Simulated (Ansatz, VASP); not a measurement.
## Two plane-wave programs on TaAs

```
CELL_PARAMETERS angstrom
-1.71479 1.71479 5.79072
1.71479 -1.71479 5.79072
1.71479 1.71479 -5.79072
ATOMIC_POSITIONS crystal
Ta 0.50031 0.00031 0.50000
Ta 0.75031 0.75031 0.00000
As 0.08229 0.58229 0.50000
As 0.33229 0.33229 0.00000
```

Alike in both runs: task electric field gradients; functional PBEsol; k mesh 18 × 18 × 18; occupations fermi-dirac, width 0.15 eV; no spin polarisation.

```csv
,VASP,Ansatz
version,VASP 6.6.1,Ansatz 0.2.0
potentials or method,"VASP PAW PBE potentials, release 64 (Ta_pv, As), cutoff 400 eV","scalar-relativistic, plane waves, PAW"
valence electrons in the cell,32,56
```

VASP gave:

* gap on the k mesh at the Fermi level (eV): none
* pressure (GPa): 0.6
* traceless stress, the component that is largest in VASP (GPa): -0.10
* size of Vzz on the site where it differs most (V/Å²): 19.1

**Question.** What did Ansatz give for the same quantities?

**Answer.** gap on the k mesh at the Fermi level (eV): none; pressure (GPa): 0.0; traceless stress, the component that is largest in VASP (GPa): 0.00; size of Vzz on the site where it differs most (V/Å²): 36.3.

VASP's potentials were made for PBE, not for PBEsol. A gap of «none» marks a metal or a gap that the smearing closes. One of these differences is far larger than is usual between the two programs; its cause wasn't traced. VASP's potentials hold 32 valence electrons a cell and Ansatz's 56, so a difference there can come from the potentials and not from the codes.

Spin-orbit coupling is off throughout.
